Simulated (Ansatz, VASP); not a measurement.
Two plane-wave programs on CsPbCl3

The input INCAR:

```
SYSTEM = CsPbCl3
PREC = Accurate ; ENCUT = 520
EDIFF = 1E-7 ; ISMEAR = 0
SIGMA = 0.01 ; LREAL = .False.
LASPH = .True. ; NELM = 150
ALGO = Normal ; ISIF = 2
LWAVE = .False. ; LCHARG = .False.
LNONCOLLINEAR = .True. ; MAGMOM = 0 0 0 0 0 0 0 0 0 0 0 0 0 0 0
LORBIT = 11 ; LSORBIT = .True.
GGA_COMPAT = .False. ; LORBMOM = .True.
GGA = PE ; NBANDS = 59
```

File KPOINTS:

```
regular mesh
0
Gamma
  4 4 4
  0 0 0
```

Contents of POSCAR:

```
CsPbCl3
1.0
    4.0141224310      2.3175546661      3.2773182345
   -4.0141224310      2.3175546661      3.2773182345
    0.0000000000     -4.6351093322      3.2773182345
Cs Pb Cl
1 1 3
Direct
    0.5000000000      0.5000000000      0.5000000000
    0.0000000000      0.0000000000      0.0000000000
    0.5000000000      0.0000514515      0.9999485485
    0.0000514515      0.9999485485      0.5000000000
    0.9999485485      0.5000000000      0.0000514515
```

Input for Ansatz:

```yaml
crystal:
  lattice:
    - [4.014122431, 2.3175546661, 3.2773182345]
    - [-4.014122431, 2.3175546661, 3.2773182345]
    - [0.0, -4.6351093322, 3.2773182345]
  atoms:
    - { symbol: Cs, position: [0.5, 0.5, 0.5] }
    - { symbol: Pb, position: [0.0, 0.0, 0.0] }
    - { symbol: Cl, position: [0.5, 5.14515e-05, 0.9999485485] }
    - { symbol: Cl, position: [5.14515e-05, 0.9999485485, 0.5] }
    - { symbol: Cl, position: [0.9999485485, 0.5, 5.14515e-05] }
kpoints:
  mp_grid: { grid: [4, 4, 4] }
  band_path:
    path:
      - [0.0, 0.0, 0.0]
      - [2.02405e-05, 0.0, -0.4999999996]
      - [4.04802e-05, -0.5, -0.4999797599]
      - [0.5000404794, -0.5, -0.4999797599]
    npoints: 1
hamiltonian:
  xc: pbe
scf:
  occupations: { method: fixed }
  n_extra_bands: 10
magnetization:
  noncollinear: true
  spin_orbit: true
output:
  forces: true
  stress: true
  eigenvalues: true
```

Alike in both runs: task single point; functional PBE; k mesh 4 × 4 × 4; non-collinear spin, spin-orbit coupling.

|  | VASP | Ansatz |
| --- | --- | --- |
| version | VASP 6.6.1 | Ansatz 0.2.0 |
| potentials or method | VASP PAW PBE potentials, release 64 (Cs_sv, Pb_d, Cl) | plane waves, PAW |
| plane-wave cutoff (eV) | 520 | 420 |
| occupations | gaussian, width 0.01 eV | fixed |
| valence electrons in the cell | 44 | 44 |

```tsv
	VASP	Ansatz	Ansatz less VASP
pressure (GPa)	0.7	0.7	+0.02
```
